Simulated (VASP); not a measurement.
# C in VASP: a series of runs

The runs below take C through single point, with PBE+D3(BJ).

Program: VASP 6.6.1. These are calculated values, not measurements. Logs are shortened: lines on timing, memory, paths and dates and some standing lists are left out, and cuts for length are marked.

## Step 1: The cell of the first run

The cell holds a slab with vacuum, 18 atoms: a = 7.395 Å, b = 7.395 Å, c = 16.002 Å, α = 90.00°, β = 90.00°, γ = 120.00°.

## Step 2: Single point, PBE+D3(BJ)

INCAR

```
  ALGO = Normal
  DIPOL = 0.5 0.5 0.500
  EDIFF = 1E-7
  ENCUT = 520
  GGA = PE
  IDIPOL = 3
  ISIF = 2
  ISMEAR = 0
  IVDW = 12
  LASPH = T
  LCHARG = F
  LDIPOL = T
  LREAL = Auto
  LWAVE = F
  NBANDS = 51
  NELM = 80
  PREC = Accurate
  SIGMA = 0.05
```

KPOINTS

```
k-points
0
Gamma
  3 3 1
```

POSCAR

```
C
1.0
    7.3951485247      0.0000000000      0.0000000000
   -3.6975742623      6.4043864871      0.0000000000
    0.0000000000      0.0000000000     16.0016100066
C
18
Direct
    0.5555555556      0.4444444444      0.4999496924
    0.5555555556      0.7777777778      0.4999496924
    0.5555555556      0.1111111111      0.4999496924
    0.8888888889      0.4444444444      0.4999496924
    0.8888888889      0.7777777778      0.4999496924
    0.8888888889      0.1111111111      0.4999496924
    0.2222222222      0.4444444444      0.4999496924
    0.2222222222      0.7777777778      0.4999496924
    0.2222222222      0.1111111111      0.4999496924
    0.4444444444      0.2222222222      0.5000503076
    0.4444444444      0.5555555556      0.5000503076
    0.4444444444      0.8888888889      0.5000503076
    0.7777777778      0.2222222222      0.5000503076
    0.7777777778      0.5555555556      0.5000503076
    0.7777777778      0.8888888889      0.5000503076
    0.1111111111      0.2222222222      0.5000503076
    0.1111111111      0.5555555556      0.5000503076
    0.1111111111      0.8888888889      0.5000503076
```

Potentials or basis: VASP PAW PBE potentials, release 64 (C).

On the command line:

```bash
> cat potpaw_PBE.64/C/POTCAR > POTCAR
> mpirun -np 1 vasp_std > vasp.out
```

OUTCAR:

```text
EDIFF = 1E-7
   ENCUT = 520
   GGA = PE
   ISIF = 2
   ISMEAR = 0
   IVDW = 12
   LASPH = T
   LREAL = Auto
   NELM = 80
   PREC = Accurate
 IVDW          = 12

 ion  position               nearest neighbor table
   1  0.556  0.444  0.500-  10 1.42  14 1.42  11 1.42
   2  0.556  0.778  0.500-  11 1.42  15 1.42  12 1.42
   3  0.556  0.111  0.500-  12 1.42  13 1.42  10 1.42
   4  0.889  0.444  0.500-  13 1.42  17 1.42  14 1.42
   5  0.889  0.778  0.500-  14 1.42  15 1.42  18 1.42
   6  0.889  0.111  0.500-  15 1.42  13 1.42  16 1.42
[... 10 lines left out ...]
  17  0.111  0.556  0.500-   8 1.42   4 1.42   7 1.42
  18  0.111  0.889  0.500-   9 1.42   8 1.42   5 1.42

  LATTYP: Found a hexagonal cell.
 ALAT       =     7.3951485247
 C/A-ratio  =     2.1637983271

  Lattice vectors:

 A1 = (   7.3951485247,   0.0000000000,   0.0000000000)
 A2 = (  -3.6975742623,   6.4043864871,   0.0000000000)
 A3 = (   0.0000000000,   0.0000000000,  16.0016100066)

Analysis of symmetry for initial positions (statically):
=====================================================================
 Subroutine PRICEL returns following result:

  LATTYP: Found a hexagonal cell.
 ALAT       =     2.4650495080
 C/A-ratio  =     6.4913949820

  Lattice vectors:

 A1 = (   2.4650495080,   0.0000000000,   0.0000000000)
 A2 = (  -1.2325247540,   2.1347954955,   0.0000000000)
 A3 = (   0.0000000000,   0.0000000000,  16.0016100066)

   9 primitive cells build up your supercell.

 Routine SETGRP: Setting up the symmetry group for a
 hexagonal supercell.

 Subroutine GETGRP returns: Found 12 space group operations
 (whereof 12 operations were pure point group operations)
 out of a pool of 24 trial point group operations.

The static configuration has the point symmetry D_3d.

Analysis of symmetry for dynamics (positions and initial velocities):
=====================================================================
 Subroutine PRICEL returns following result:

  LATTYP: Found a hexagonal cell.
 ALAT       =     2.4650495080
 C/A-ratio  =     6.4913949820

  Lattice vectors:

 A1 = (   2.4650495080,   0.0000000000,   0.0000000000)
 A2 = (  -1.2325247540,   2.1347954955,   0.0000000000)
 A3 = (   0.0000000000,   0.0000000000,  16.0016100066)

   9 primitive cells build up your supercell.

 Routine SETGRP: Setting up the symmetry group for a
 hexagonal supercell.

 Subroutine GETGRP returns: Found 12 space group operations
 (whereof 12 operations were pure point group operations)
 out of a pool of 24 trial point group operations.

The dynamic configuration has the point symmetry D_3d.

 Subroutine INISYM returns: Found 12 space group operations
 (whereof 12 operations are pure point group operations),
 and found     9 'primitive' translations

----------------------------------------------------------------------------------------

                                     Primitive cell

  volume of cell :      84.2065

  direct lattice vectors                    reciprocal lattice vectors
     2.465049508  0.000000000  0.000000000     0.405671366  0.234214472  0.000000000
    -1.232524754  2.134795495  0.000000000     0.000000000  0.468428944  0.000000000
     0.000000000  0.000000000 16.001610007     0.000000000  0.000000000  0.062493712

  length of vectors
     2.465049508  2.465049508 16.001610007     0.468428944  0.468428944  0.062493712

  position of ions in fractional coordinates (direct lattice)
     0.666666667  0.333333333  0.499949692
     0.333333333  0.666666667  0.500050308

  ion indices of the primitive-cell ions
   primitive index   ion index
                 1           1
                 2          11

----------------------------------------------------------------------------------------

 KPOINTS: k-points

Automatic generation of k-mesh.
 Grid dimensions read from file:
 generate k-points for:    3    3    1

 Generating k-lattice:

  Cartesian coordinates                     Fractional coordinates (reciprocal lattice)
     0.045074596  0.026023830  0.000000000     0.333333333  0.000000000  0.000000000
     0.000000000  0.052047660  0.000000000     0.000000000  0.333333333  0.000000000
     0.000000000  0.000000000  0.062493712     0.000000000  0.000000000  1.000000000

  Length of vectors
     0.052047660  0.052047660  0.062493712

  Shift w.r.t. Gamma in fractional coordinates (k-lattice)
     0.000000000  0.000000000  0.000000000

 Subroutine IBZKPT returns following result:
 ===========================================

 Found      3 irreducible k-points:

 Following reciprocal coordinates:
            Coordinates               Weight
  0.000000  0.000000  0.000000      1.000000
  0.333333 -0.000000  0.000000      6.000000
  0.333333  0.333333  0.000000      2.000000
   k-points           NKPTS =      3   k-points in BZ     NKDIM =      3   number of bands    NBANDS=     51
   number of dos      NEDOS =    301   number of ions     NIONS =     18
   total plane-waves  NPLWV = 376320
   dimension x,y,z NGX =    56 NGY =   56 NGZ =  120
   dimension x,y,z NGXF=   112 NGYF=  112 NGZF=  240
   ions per type =              18
   NGX,Y,Z   is equivalent  to a cutoff of  12.59, 12.59, 12.47 a.u.
   NGXF,Y,Z  is equivalent  to a cutoff of  25.18, 25.18, 24.93 a.u.
 SYSTEM =  unknown system
   PREC   = accura    normal or accurate (medium, high low for compatibility)
   ISTART =      0    job   : 0-new  1-cont  2-samecut
   ICHARG =      2    charge: 1-file 2-atom 10-const
   ISPIN  =      1    spin polarized calculation?
   LNONCOLLINEAR =      F non collinear calculations
   LSORBIT =      F    spin-orbit coupling
   LASPH  =      T    aspherical Exc in radial PAW
   ENCUT  =  520.0 eV  38.22 Ry    6.18 a.u.  13.75 13.75 29.75*2*pi/ulx,y,z
   NELM   =     80;   NELMIN=  2; NELMDL= -5     # of ELM steps
   EDIFF  = 0.1E-06   stopping-criterion for ELM
   LREAL  =      T    real-space projection
   EDIFFG = 0.1E-05   stopping-criterion for IOM
   NSW    =      0    number of steps for IOM
   IBRION =     -1    ionic relax: 0-MD 1-quasi-New 2-CG
   NFREE  =      0    steps in history (QN), initial steepest desc. (CG)
   ISIF   =      2    stress and relaxation
   ISYM   =      2    0-nonsym 1-usesym 2-fastsym
   POTIM  = 0.5000    time-step for ionic-motion
   TEBEG  =    0.0;   TEEND  =   0.0 temperature during run
   PSTRESS=    0.0 pullay stress
   NELECT =      72.0000    total number of electrons
   NUPDOWN=      -1.0000    fix difference up-down
   EMIN   =  10.00;   EMAX   =-10.00  energy-range for DOS
   EFERMI =   0.00;   METHOD = LEGACY
   ISMEAR =     0;   SIGMA  =   0.05  broadening in eV -4-tet -1-fermi 0-gaus
   EFERMI_NEDOS =   21; number of points for ismear=-14 and -15
   IALGO  =     38    algorithm
   IMIX   =      4    mixing-type and parameters
     AMIX     =   0.40;   BMIX     =  1.00
     AMIX_MAG =   1.60;   BMIX_MAG =  1.00
  volume/ion in A,a.u.               =      42.10       284.13
  Fermi-wavevector in a.u.,A,eV,Ry     =   0.747004  1.411633  7.592256  0.558015
  Thomas-Fermi vector in A             =   1.842958
   LORBIT       =      0    0 simple, 1 ext, 2 COOP (PROOUT), +10 PAW based schemes
   GGA     = PE    functional components
   LHFCALC =     F    Hartree Fock is set to
   AEXX    =    0.0000 exact exchange contribution
   IVDW    =    12    specifies the selected vdW correction
   LEPSILON=     F    determine dielectric tensor
   LRPA    =     F    only Hartree local field effects (RPA)
 non-spin polarized calculation
 Gauss-broadening in eV      SIGMA  =   0.05
  energy-cutoff  :      520.00
  volume of cell :      757.86
 maximum number of plane-waves:     20438
 NGX is ok and might be reduce to    56
   NGX = 27   NGY = 27   NGZ = 59

 number of electron      72.0000001 magnetization

 dipolmoment           0.000000      0.000000      0.000000 electrons x Angstroem

 Free energy of the ion-electron system (eV)
  ---------------------------------------------------
  ext. energy  EPLUGINS =         0.00000000
  ---------------------------------------------------
  free energy    TOTEN  =      -165.92951183 eV

  energy without entropy =     -165.91697428  energy(sigma->0) =     -165.92324306

 E-fermi :  -2.3630     XC(G=0):  -2.6850

 val. band max:       -2.3630433447   @ k =   0.0000   0.0000   0.0000
 cond. band min:      -2.3630429532   @ k =   0.0000   0.0000   0.0000
 fundamental gap:      0.0000003916
 Fermi energy:        -2.3630431497

 k-point     1 :       0.0000    0.0000    0.0000
  band No.  band energies     occupation
      1     -21.8948      2.00000
      2     -19.3087      2.00000
      3     -19.3087      2.00000
      4     -19.3087      2.00000
      5     -19.3086      2.00000
      6     -19.3086      2.00000
[... 40 lines left out ...]
     47       2.5482      0.00000
     48       3.8463      0.00000

 k-point     2 :       0.3333   -0.0000    0.0000
  band No.  band energies     occupation
      1     -21.6031      2.00000
      2     -20.7341      2.00000
      3     -19.8754      2.00000
      4     -19.8753      2.00000
      5     -18.1992      2.00000
      6     -18.1992      2.00000
[... 40 lines left out ...]
     47       3.6592      0.00000
     48       3.6592      0.00000

 k-point     3 :       0.3333    0.3333    0.0000
  band No.  band energies     occupation
      1     -21.0228      2.00000
      2     -21.0228      2.00000
      3     -21.0228      2.00000
      4     -18.4745      2.00000
      5     -18.4745      2.00000
      6     -18.4743      2.00000
[... 40 lines left out ...]
     47       2.9539      0.00000
     48       2.9539      0.00000
 [bands above 48 left out]

------------------------ aborting loop because EDIFF is reached ----------------------------------------

 vacuum level on the upper side and lower side of the slab       (xc-potential included)        -0.045        -0.045

 Edisp (eV)   -1.59664

 E8    (eV) :    -0.4991

  FORCE on cell =-STRESS in cart. coord.  units (eV):
  Direction    XX          YY          ZZ          XY          YZ          ZX
  --------------------------------------------------------------------------------------
  -------------------------------------------------------------------------------------
  Total       1.23816     1.23816    -0.08054     0.00000     0.00000    -0.00000
  in kB       2.61757     2.61757    -0.17026     0.00000     0.00000    -0.00000
  external pressure =        1.69 kB  Pullay stress =        0.00 kB

 VOLUME and BASIS-vectors are now :
 -----------------------------------------------------------------------------
  energy-cutoff  :      520.00
  volume of cell :      757.86
      direct lattice vectors                 reciprocal lattice vectors
     7.395148525  0.000000000  0.000000000     0.135223788  0.078071491  0.000000000
    -3.697574262  6.404386487  0.000000000     0.000000000  0.156142981  0.000000000
     0.000000000  0.000000000 16.001610007     0.000000000  0.000000000  0.062493712

 POSITION                                       TOTAL-FORCE (eV/Angst)
 -----------------------------------------------------------------------------------
      2.46505      2.84639      8.00000        -0.000000     -0.000000      0.026555
      1.23252      4.98119      8.00000        -0.000000      0.000000      0.026555
      3.69757      0.71160      8.00000        -0.000000     -0.000000      0.026555
      4.93010      2.84639      8.00000        -0.000000      0.000000      0.026555
      3.69757      4.98119      8.00000        -0.000000      0.000000      0.026555
      6.16262      0.71160      8.00000        -0.000000      0.000000      0.026555
[... 10 lines left out ...]
     -1.23252      3.55799      8.00161         0.000000     -0.000000     -0.026555
     -2.46505      5.69279      8.00161         0.000000     -0.000000     -0.026555
 -----------------------------------------------------------------------------------
    total drift:                                0.000000      0.000000      0.000000

  FREE ENERGIE OF THE ION-ELECTRON SYSTEM (eV)
  ---------------------------------------------------
  free  energy   TOTEN  =      -167.5261567194 eV

  energy  without entropy=     -167.5136191731  energy(sigma->0) =     -167.51988795

 vacuum level on the upper side and lower side of the slab         1.839         1.839
```

It took 2.4 min on 1 thread of AMD EPYC 9R45 (Zen 5), shared host; peak memory 0.65 GiB.

What came out:

| Property | Result |
| --- | --- |
| Free energy | -167.5262 eV |
| Largest force | 0.027 eV/Å |
| Band gap on the k mesh | zero (filled and empty bands touch) |
| Dispersion energy per atom | -0.089 eV |

Forces in eV/Å, atoms in the order of the input:
```
C    0.000  0.000  0.027
C    0.000  0.000  0.027
C    0.000  0.000  0.027
C    0.000  0.000  0.027
C    0.000  0.000  0.027
C    0.000  0.000  0.027
C    0.000  0.000  0.027
C    0.000  0.000  0.027
C    0.000  0.000  0.027
C    0.000  0.000 -0.027
C    0.000  0.000 -0.027
C    0.000  0.000 -0.027
C    0.000  0.000 -0.027
C    0.000  0.000 -0.027
C    0.000  0.000 -0.027
C    0.000  0.000 -0.027
C    0.000  0.000 -0.027
C    0.000  0.000 -0.027
```

Levels at points of the mesh, in eV from the Fermi level:
```
           k point  band 33  band 34  band 35  band 36  band 37  band 38  band 39  band 40
(0.00, 0.00, 0.00)    -3.05    -3.05     0.00     0.00     0.00     0.00     3.25     4.12
```

## Step 3: Single point, PBE+D3(BJ) (biaxial strain -0.040, then relaxed in part)

INCAR

```
SYSTEM = C
ALGO = Normal ; DIPOL = 0.5 0.5 0.500
EDIFF = 1E-6 ; ENCUT = 520
GGA = PE ; IDIPOL = 3
ISIF = 2 ; ISMEAR = 0
IVDW = 12 ; LASPH = .TRUE.
LCHARG = .TRUE. ; LDIPOL = .TRUE.
LELF = .TRUE. ; LREAL = .FALSE.
LVACPOTAV = .TRUE. ; LVHAR = .TRUE.
LWAVE = .FALSE. ; NBANDS = 11
NELM = 60 ; PREC = Accurate
SIGMA = 0.1
```

KPOINTS

```
k-points
0
G
  18 18 1
  0 0 0
```

POSCAR

```
C
1.0
    2.3670902766      0.0000000000      0.0000000000
   -1.1835451383      2.0499603126      0.0000000000
    0.0000000000      0.0000000000     26.0032200122
C
2
Direct
    0.6666666667      0.3333333333      0.5000000000
    0.3333333333      0.6666666667      0.5000000000
```

Potentials or basis: VASP PAW PBE potentials, release 64 (C).

On the command line:

```bash
> cat potpaw_PBE.64/C/POTCAR > POTCAR
> mpirun -np 1 vasp_std > vasp.out
```

It took 37 s on 1 thread of Intel Xeon 6975P-C (Granite Rapids), shared host; peak memory 0.25 GiB.

It converged, with:

```
Free energy                : -18.3677 eV
Band gap on the k mesh     : zero (filled and empty bands touch)
Dispersion energy per atom : -0.085 eV
```

Levels at points of the mesh, in eV from the Fermi level:
| k point | band 1 | band 2 | band 3 | band 4 | band 5 | band 6 | band 7 | band 8 | band 9 |
| --- | --- | --- | --- | --- | --- | --- | --- | --- | --- |
| (0.00, 0.00, 0.00) | -20.53 | -8.48 | -2.98 | -2.98 | 2.86 | 3.66 | 3.91 | 4.37 | 4.67 |
| (0.50, 0.00, 0.00) | -14.70 | -14.05 | -6.76 | -2.61 | 1.72 | 8.62 | 11.41 | 11.55 | 12.34 |

Caveat: the cell differs from its parent crystal (biaxial strain -0.040, then relaxed in part).
